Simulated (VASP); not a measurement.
# MnO2 (P-3m1) in VASP: settings compared

MnO2 is run at these levels: PBEsol, PBE+D4; tasks: single point, relaxation of cell and atoms.

Program: VASP 6.6.1. These are calculated values, not measurements. Logs are shortened: lines on timing, memory, paths and dates and some standing lists are left out, and cuts for length are marked.

## Step 1: The cell of the first run

It takes space group P-3m1 (No. 164, trigonal). The conventional cell has a = 2.857 Å, b = 2.857 Å, c = 4.601 Å, α = 90.00°, β = 90.00°, γ = 120.00°. Mn (site symmetry -3m) has 6 O at 1.90 Å within 2.5 Å. Within 2.6 Å of O (site symmetry 3m) lie 3 Mn at 1.90 Å and 3 O at 2.51 Å.

## Step 2: Single point, PBEsol

The input, INCAR:

```
SYSTEM = MnO2
ALGO = Normal
EDIFF = 1E-7
ENCUT = 520
GGA = PS
ISIF = 2
ISMEAR = -1
LASPH = .TRUE.
LCHARG = .FALSE.
LREAL = .FALSE.
LWAVE = .FALSE.
NBANDS = 20
NELM = 100
PREC = Accurate
SIGMA = 0.05
```

The input, KPOINTS:

```
k-points
0
G
  11 11 6
  0 0 0
```

The input, POSCAR:

```
MnO2
1.0
    2.8565781804      0.0000000000      0.0000000000
   -1.4282890902      2.4738692722      0.0000000000
    0.0000000000      0.0000000000      4.6013740589
Mn O
1 2
Direct
    0.0000000000      0.0000000000      0.5000000000
    0.3333333333      0.6666666667      0.7062925700
    0.6666666667      0.3333333333      0.2937074300
```

Potentials or basis: VASP PAW PBE potentials, release 64 (Mn_pv, O).

Run with:

```console
cat potpaw_PBE.64/Mn_pv/POTCAR potpaw_PBE.64/O/POTCAR > POTCAR
mpirun -np 1 vasp_std > vasp.out
```

OUTCAR:

```text
SYSTEM = MnO2
   EDIFF = 1E-7
   ENCUT = 520
   GGA = PS
   ISIF = 2
   ISMEAR = -1
   LASPH = .TRUE.
   LREAL = .FALSE.
   NELM = 100
   PREC = Accurate

 ion  position               nearest neighbor table
   1  0.000  0.000  0.500-   2 1.90   3 1.90   3 1.90   2 1.90   3 1.90   2 1.90
   2  0.333  0.667  0.706-   1 1.90   1 1.90   1 1.90
   3  0.667  0.333  0.294-   1 1.90   1 1.90   1 1.90

  LATTYP: Found a hexagonal cell.
 ALAT       =     2.8565781804
 C/A-ratio  =     1.6107992739

  Lattice vectors:

 A1 = (   2.8565781804,   0.0000000000,   0.0000000000)
 A2 = (  -1.4282890902,   2.4738692722,   0.0000000000)
 A3 = (   0.0000000000,   0.0000000000,   4.6013740589)

Analysis of symmetry for initial positions (statically):
=====================================================================
 Subroutine PRICEL returns:
 Original cell was already a primitive cell.

 Routine SETGRP: Setting up the symmetry group for a
 hexagonal supercell.

 Subroutine GETGRP returns: Found 12 space group operations
 (whereof 12 operations were pure point group operations)
 out of a pool of 24 trial point group operations.

The static configuration has the point symmetry D_3d.

Analysis of symmetry for dynamics (positions and initial velocities):
=====================================================================
 Subroutine PRICEL returns:
 Original cell was already a primitive cell.

 Routine SETGRP: Setting up the symmetry group for a
 hexagonal supercell.

 Subroutine GETGRP returns: Found 12 space group operations
 (whereof 12 operations were pure point group operations)
 out of a pool of 24 trial point group operations.

The dynamic configuration has the point symmetry D_3d.

 Subroutine INISYM returns: Found 12 space group operations
 (whereof 12 operations are pure point group operations),
 and found     1 'primitive' translations

----------------------------------------------------------------------------------------

                                     Primitive cell

  volume of cell :      32.5170

  direct lattice vectors                    reciprocal lattice vectors
     2.856578180  0.000000000  0.000000000     0.350069187  0.202112539  0.000000000
    -1.428289090  2.473869272  0.000000000     0.000000000  0.404225078  0.000000000
     0.000000000  0.000000000  4.601374059     0.000000000  0.000000000  0.217326387

  length of vectors
     2.856578180  2.856578180  4.601374059     0.404225078  0.404225078  0.217326387

  position of ions in fractional coordinates (direct lattice)
     0.000000000  0.000000000  0.500000000
     0.333333333  0.666666667  0.706292570
     0.666666667  0.333333333  0.293707430

  ion indices of the primitive-cell ions
   primitive index   ion index
                 1           1
                 2           2
                 3           3

----------------------------------------------------------------------------------------

 KPOINTS: k-points

Automatic generation of k-mesh.
 Grid dimensions read from file:
 generate k-points for:   11   11    6

 Generating k-lattice:

  Cartesian coordinates                     Fractional coordinates (reciprocal lattice)
     0.031824472  0.018373867  0.000000000     0.090909091  0.000000000  0.000000000
     0.000000000  0.036747734  0.000000000     0.000000000  0.090909091  0.000000000
     0.000000000  0.000000000  0.036221065     0.000000000  0.000000000  0.166666667

  Length of vectors
     0.036747734  0.036747734  0.036221065

  Shift w.r.t. Gamma in fractional coordinates (k-lattice)
     0.000000000  0.000000000  0.000000000

 Subroutine IBZKPT returns following result:
 ===========================================

 Found     84 irreducible k-points:

 Following reciprocal coordinates:
            Coordinates               Weight
  0.000000  0.000000  0.000000      1.000000
  0.090909  0.000000  0.000000      6.000000
  0.181818  0.000000  0.000000      6.000000
  0.272727  0.000000  0.000000      6.000000
  0.363636  0.000000  0.000000      6.000000
  0.454545  0.000000  0.000000      6.000000
[... 16 lines left out ...]
  0.000000  0.272727  0.166667      6.000000
  0.363636  0.000000  0.166667      6.000000
 [... further k-points ...]
   k-points           NKPTS =     84   k-points in BZ     NKDIM =     84   number of bands    NBANDS=     20
   number of dos      NEDOS =    301   number of ions     NIONS =      3
   total plane-waves  NPLWV =  20736
   dimension x,y,z NGX =    24 NGY =   24 NGZ =   36
   dimension x,y,z NGXF=    48 NGYF=   48 NGZF=   72
   ions per type =               1   2
   NGX,Y,Z   is equivalent  to a cutoff of  13.97, 13.97, 13.01 a.u.
   NGXF,Y,Z  is equivalent  to a cutoff of  27.93, 27.93, 26.01 a.u.
 SYSTEM =  MnO2
   PREC   = accura    normal or accurate (medium, high low for compatibility)
   ISTART =      0    job   : 0-new  1-cont  2-samecut
   ICHARG =      2    charge: 1-file 2-atom 10-const
   ISPIN  =      1    spin polarized calculation?
   LNONCOLLINEAR =      F non collinear calculations
   LSORBIT =      F    spin-orbit coupling
   LASPH  =      T    aspherical Exc in radial PAW
   ENCUT  =  520.0 eV  38.22 Ry    6.18 a.u.   5.31  5.31  8.56*2*pi/ulx,y,z
   NELM   =    100;   NELMIN=  2; NELMDL= -5     # of ELM steps
   EDIFF  = 0.1E-06   stopping-criterion for ELM
   LREAL  =      F    real-space projection
   EDIFFG = 0.1E-05   stopping-criterion for IOM
   NSW    =      0    number of steps for IOM
   IBRION =     -1    ionic relax: 0-MD 1-quasi-New 2-CG
   NFREE  =      0    steps in history (QN), initial steepest desc. (CG)
   ISIF   =      2    stress and relaxation
   ISYM   =      2    0-nonsym 1-usesym 2-fastsym
   POTIM  = 0.5000    time-step for ionic-motion
   TEBEG  =    0.0;   TEEND  =   0.0 temperature during run
   PSTRESS=    0.0 pullay stress
   NELECT =      25.0000    total number of electrons
   NUPDOWN=      -1.0000    fix difference up-down
   EMIN   =  10.00;   EMAX   =-10.00  energy-range for DOS
   EFERMI =   0.00;   METHOD = LEGACY
   ISMEAR =    -1;   SIGMA  =   0.05  broadening in eV -4-tet -1-fermi 0-gaus
   EFERMI_NEDOS =   21; number of points for ismear=-14 and -15
   IALGO  =     38    algorithm
   IMIX   =      4    mixing-type and parameters
     AMIX     =   0.40;   BMIX     =  1.00
     AMIX_MAG =   1.60;   BMIX_MAG =  1.00
  volume/ion in A,a.u.               =      10.84        73.15
  Fermi-wavevector in a.u.,A,eV,Ry     =   1.499747  2.834111 30.602787  2.249241
  Thomas-Fermi vector in A             =   2.611337
   LORBIT       =      0    0 simple, 1 ext, 2 COOP (PROOUT), +10 PAW based schemes
   GGA     = PS    functional components
   LHFCALC =     F    Hartree Fock is set to
   AEXX    =    0.0000 exact exchange contribution
   IVDW    =     0    specifies the selected vdW correction
   LEPSILON=     F    determine dielectric tensor
   LRPA    =     F    only Hartree local field effects (RPA)
 non-spin polarized calculation
  energy-cutoff  :      520.00
  volume of cell :       32.52
 maximum number of plane-waves:       890
 NGX is ok and might be reduce to    24
   NGX = 11   NGY = 11   NGZ = 17

 number of electron      24.9999997 magnetization

 Free energy of the ion-electron system (eV)
  ---------------------------------------------------
  ext. energy  EPLUGINS =         0.00000000
  ---------------------------------------------------
  free energy    TOTEN  =       -23.98912479 eV

  energy without entropy =      -23.94788583  energy(sigma->0) =      -23.96850531

 E-fermi :   3.3698     XC(G=0): -11.0852

 val. band max:        3.3688964614   @ k =   0.3636   0.1818   0.0000
 cond. band min:       3.3711969691   @ k =  -0.1818  -0.4545   0.1667
 fundamental gap:      0.0023005077
 Fermi energy:         3.3697894265

 k-point     1 :       0.0000    0.0000    0.0000
  band No.  band energies     occupation
      1     -45.3036      2.00000
      2     -45.3035      2.00000
      3     -45.1288      2.00000
      4     -16.5233      2.00000
      5     -14.2262      2.00000
      6      -2.8562      2.00000
[... 12 lines left out ...]
     19      17.9360      0.00000
     20      22.9905      0.00000

 k-point     2 :       0.0909    0.0000    0.0000
  band No.  band energies     occupation
      1     -45.3181      2.00000
      2     -45.3068      2.00000
      3     -45.1264      2.00000
      4     -16.4164      2.00000
      5     -14.2568      2.00000
      6      -2.7266      2.00000
[... 12 lines left out ...]
     19      17.9727      0.00000
     20      21.9805      0.00000

 k-point     3 :       0.1818    0.0000    0.0000
  band No.  band energies     occupation
      1     -45.3568      2.00000
      2     -45.3154      2.00000
      3     -45.1197      2.00000
      4     -16.1184      2.00000
      5     -14.3388      2.00000
      6      -2.5025      2.00000
[... 12 lines left out ...]
     19      18.0537      0.00000
     20      20.2865      0.00000

 k-point     4 :       0.2727    0.0000    0.0000
  band No.  band energies     occupation
      1     -45.4072      2.00000
      2     -45.3267      2.00000
      3     -45.1109      2.00000
      4     -15.6987      2.00000
      5     -14.4524      2.00000
      6      -2.5802      2.00000
[... 12 lines left out ...]
     19      17.9103      0.00000
     20      19.0332      0.00000

 k-point     5 :       0.3636    0.0000    0.0000
  band No.  band energies     occupation
      1     -45.4532      2.00000
      2     -45.3370      2.00000
      3     -45.1029      2.00000
      4     -15.2677      2.00000
      5     -14.5726      2.00000
      6      -2.9613      2.00000
[... 12 lines left out ...]
     19      17.2441      0.00000
     20      18.8547      0.00000
[... 353 lines left out ...]
      6      -2.6592      2.00000
[... 12 lines left out ...]
     19      17.8504      0.00000
     20      20.4176      0.00000

 k-point    22 :       0.2727    0.0000    0.1667
  band No.  band energies     occupation
      1     -45.4072      2.00000
      2     -45.3267      2.00000
      3     -45.1110      2.00000
      4     -15.6691      2.00000
      5     -14.4903      2.00000
      6      -2.6292      2.00000
[... 12 lines left out ...]
     19      18.4877      0.00000
     20      18.8879      0.00000

 k-point    23 :       0.0000    0.2727    0.1667
  band No.  band energies     occupation
      1     -45.4072      2.00000
      2     -45.3267      2.00000
      3     -45.1110      2.00000
      4     -15.6832      2.00000
      5     -14.4696      2.00000
      6      -2.7380      2.00000
[... 12 lines left out ...]
     19      17.8086      0.00000
     20      19.2481      0.00000

 k-point    24 :       0.3636    0.0000    0.1667
  band No.  band energies     occupation
      1     -45.4532      2.00000
      2     -45.3370      2.00000
      3     -45.1029      2.00000
      4     -15.2363      2.00000
      5     -14.6078      2.00000
      6      -3.0002      2.00000
[... 12 lines left out ...]
     19      17.6190      0.00000
     20      19.2236      0.00000

 [... further k-points ...]

------------------------ aborting loop because EDIFF is reached ----------------------------------------

  FORCE on cell =-STRESS in cart. coord.  units (eV):
  Direction    XX          YY          ZZ          XY          YZ          ZX
  --------------------------------------------------------------------------------------
  -------------------------------------------------------------------------------------
  Total       -3.0131192     -3.0131192     -0.8220536     -0.0000000      0.0000000      0.0000000
  in kB     -148.4624061   -148.4624062    -40.5042232     -0.0000000      0.0000000      0.0000000
  external PRESSURE =    -112.4763452 kB  Pullay stress =       0.0000000 kB

 VOLUME and BASIS-vectors are now :
 -----------------------------------------------------------------------------
  energy-cutoff  :      520.00
  volume of cell :       32.52
      direct lattice vectors                 reciprocal lattice vectors
     2.856578180  0.000000000  0.000000000     0.350069187  0.202112539  0.000000000
    -1.428289090  2.473869272  0.000000000     0.000000000  0.404225078  0.000000000
     0.000000000  0.000000000  4.601374059     0.000000000  0.000000000  0.217326387

 POSITION                                       TOTAL-FORCE (eV/Angst)
 -----------------------------------------------------------------------------------
      0.00000      0.00000      2.30069         0.000000      0.000000      0.000000
     -0.00000      1.64925      3.24992        -0.000000     -0.000000     -0.460190
      1.42829      0.82462      1.35146        -0.000000      0.000000      0.460190
 -----------------------------------------------------------------------------------
    total drift:                               -0.000000      0.000000      0.000000

  FREE ENERGIE OF THE ION-ELECTRON SYSTEM (eV)
  ---------------------------------------------------
  free  energy   TOTEN  =       -23.9891247931 eV

  energy  without entropy=      -23.9478858349  energy(sigma->0) =      -23.96850531
```

Wall time 73 s (1 thread of Intel Xeon 8259CL, shared host); peak memory 0.19 GiB.

What came out:

| Property | Result |
| --- | --- |
| Free energy | -23.9891 eV |
| Pressure | -11.2 GPa |
| Largest force | 0.460 eV/Å |
| Band gap on the k mesh | zero (an odd number of electrons rules out a gap without spin polarisation) |

Forces in eV/Å, atoms in the order of the input:
```
Mn   0.000  0.000  0.000
O    0.000  0.000 -0.460
O    0.000  0.000  0.460
```

Levels at points of the mesh, in eV from the Fermi level:
```csv
k point,band 9,band 10,band 11,band 12,band 13,band 14,band 15,band 16,band 17,band 18
"(0.00, 0.00, 0.00)",-1.81,-1.81,-1.58,-0.85,-0.85,0.85,3.30,3.30,6.89,10.23
"(0.00, 0.00, 0.50)",-2.88,-1.85,-1.85,-0.86,-0.86,1.03,3.35,3.35,8.89,9.37
```

Caveat: the stress differs along the axes, from -15 to -4 GPa; the PAW data sets were made with another functional, which shifts forces and pressure a little; an odd number of electrons without spin polarisation forces a metal; a magnetic or distorted state may lie lower; the run has no spin polarisation, though such a crystal can be magnetic; semilocal functionals often make such compounds metallic where correlation or magnetic order opens a gap, which also shifts bond lengths. With open d or f shells a metallic result of PBEsol can be an artefact of self-interaction; +U or a hybrid may open a gap.

## Step 3: Single point, PBEsol, collinear spin, ferromagnetic start

The input, INCAR:

```
ALGO     = Normal         # electronic algorithm
EDIFF    = 1E-7           # SCF threshold, eV
ENCUT    = 520            # plane-wave cutoff, eV
GGA      = PS             # functional
ISIF     = 2              # what is computed and relaxed
ISMEAR   = -1             # smearing method
ISPIN    = 2              # spin polarisation
LASPH    = True           # aspherical terms in the spheres
LCHARG   = False          # write CHGCAR
LMAXMIX  = 4              # l up to which the mixer works
LORBIT   = 11             # projections on sites
LREAL    = False          # projectors in reciprocal space
LWAVE    = False          # write WAVECAR
MAGMOM   = -2.09 0 0      # initial moments
NBANDS   = 24             # bands
NELM     = 150            # most SCF steps
PREC     = Accurate       # precision mode
SIGMA    = 0.05           # smearing width, eV
```

The input, KPOINTS:

```
k-points
0
Gamma
  11 11 6
```

POSCAR is that of step 2.

Potentials or basis: VASP PAW PBE potentials, release 64 (Mn_pv, O).

Run with:

```console
cat potpaw_PBE.64/Mn_pv/POTCAR potpaw_PBE.64/O/POTCAR > POTCAR
mpirun -np 1 vasp_std > vasp.out
```

OUTCAR:

```text
EDIFF = 1E-7
   ENCUT = 520
   GGA = PS
   ISIF = 2
   ISMEAR = -1
   ISPIN = 2
   LASPH = True
   LORBIT = 11
   LREAL = False
   NELM = 150
   PREC = Accurate

 ion  position               nearest neighbor table
   1  0.000  0.000  0.500-   2 1.90   3 1.90   3 1.90   2 1.90   3 1.90   2 1.90
   2  0.333  0.667  0.706-   1 1.90   1 1.90   1 1.90
   3  0.667  0.333  0.294-   1 1.90   1 1.90   1 1.90

  LATTYP: Found a hexagonal cell.
 ALAT       =     2.8565781804
 C/A-ratio  =     1.6107992739

  Lattice vectors:

 A1 = (   2.8565781804,   0.0000000000,   0.0000000000)
 A2 = (  -1.4282890902,   2.4738692722,   0.0000000000)
[... 1515 lines left out ...]
  energy-cutoff  :      520.00
  volume of cell :       32.52
      direct lattice vectors                 reciprocal lattice vectors
     2.856578180  0.000000000  0.000000000     0.350069187  0.202112539  0.000000000
    -1.428289090  2.473869272  0.000000000     0.000000000  0.404225078  0.000000000
     0.000000000  0.000000000  4.601374059     0.000000000  0.000000000  0.217326387

 POSITION                                       TOTAL-FORCE (eV/Angst)
 -----------------------------------------------------------------------------------
      0.00000      0.00000      2.30069        -0.000000      0.000000      0.000000
     -0.00000      1.64925      3.24992        -0.000000     -0.000000     -0.080850
      1.42829      0.82462      1.35146         0.000000      0.000000      0.080850
 -----------------------------------------------------------------------------------
    total drift:                               -0.000000      0.000000      0.000000

  FREE ENERGIE OF THE ION-ELECTRON SYSTEM (eV)
  ---------------------------------------------------
  free  energy   TOTEN  =       -25.0522684158 eV

  energy  without entropy=      -25.0522488387  energy(sigma->0) =      -25.05225863

 total charge

# of ion       s       p       d       tot
------------------------------------------
    1        0.361   6.476   4.936  11.773
    2        1.577   3.398   0.000   4.975
    3        1.577   3.398   0.000   4.975
--------------------------------------------------
tot          3.515  13.271   4.936  21.723

 magnetization (x)

# of ion       s       p       d       tot
------------------------------------------
    1       -0.030  -0.040  -2.765  -2.836
    2       -0.004  -0.038   0.000  -0.041
    3       -0.004  -0.038   0.000  -0.041
--------------------------------------------------
tot         -0.038  -0.115  -2.765  -2.919
```

stdout:

```text
POSCAR found type information on POSCAR MnO
 POSCAR found :  2 types and       3 ions
 scaLAPACK will be used
 -----------------------------------------------------------------------------
|                                                                             |
|                                                                             |
|     You enforced a specific xc type in the INCAR file but a different       |
|     I HOPE YOU KNOW WHAT YOU ARE DOING!                                     |
|                                                                             |
 -----------------------------------------------------------------------------

 LDA part: xc-table for (Slater+PW92), standard interpolation
 POSCAR, INCAR and KPOINTS ok, starting setup
 FFT: planning ... GRIDC
 FFT: planning ... GRID_SOFT
 FFT: planning ... GRID
 WAVECAR not read
 entering main loop
```

It took 3.7 min on 1 thread of Intel Xeon 8259CL, shared host; peak memory 0.23 GiB.

What came out:

```yaml
Free_energy: -25.0523 eV
Pressure: -1.2 GPa
Largest_force: 0.081 eV/Å
Band_gap_on_the_k_mesh: 0.70 eV (least direct gap 0.75 eV)
Net_moment: -3.00 μB per cell
Site_moments: Mn -2.84; O -0.04 μB
Valence_electrons_inside_the_program's_atomic_spheres: Mn 11.77; O 4.97
```

Forces on the atoms (eV/Å):
```
Mn   0.000  0.000  0.000
O    0.000  0.000 -0.081
O    0.000  0.000  0.081
```

Caveat: semilocal functionals underestimate gaps, and a narrow one can read as zero; the PAW data sets were made with another functional, which shifts forces and pressure a little; a cell with one magnetic atom can't hold antiferromagnetic order, which such compounds often take. A k mesh can miss the band edges.

[end of part 1 of 2]
